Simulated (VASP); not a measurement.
Input of a VASP 6.6.1 run:

File INCAR:

```
SYSTEM = ZnO
PREC = Accurate
ENCUT = 520
EDIFF = 1E-6
ISMEAR = 0
SIGMA = 0.05
LREAL = .FALSE.
LASPH = .TRUE.
NELM = 60
ALGO = Normal
ISIF = 2
LWAVE = .FALSE.
LCHARG = .TRUE.
GGA = RP
LELF = .TRUE.
LVHAR = .TRUE.
NBANDS = 26
```

Contents of KPOINTS:

```
regular mesh
0
G
  8 8 6
  0 0 0
```

Contents of POSCAR:

```
ZnO
1.0
    3.2419811861      0.0000000000      0.0000000000
   -1.6209905930      2.8076380657      0.0000000000
    0.0000000000      0.0000000000      5.2276401393
Zn O
2 2
Direct
    0.3333333333      0.6666666667      0.0014489168
    0.6666666667      0.3333333333      0.5014489168
    0.3333333333      0.6666666667      0.3806510832
    0.6666666667      0.3333333333      0.8806510832
```

Potentials or basis: VASP PAW PBE potentials, release 64 (Zn, O).

Command:

```sh
$ cat potpaw_PBE.64/Zn/POTCAR potpaw_PBE.64/O/POTCAR > POTCAR
$ mpirun -np 1 vasp_std > vasp.out
```

(1) Predict the largest force.

(2) Estimate the band gap on the k mesh.

(3) What does it give for the pressure?

Results:

(1) 0.005 eV/Å.

(2) 0.87 eV, direct.

(3) 10.8 GPa.

Caveat: the PAW data sets were made with another functional, which shifts forces and pressure a little.
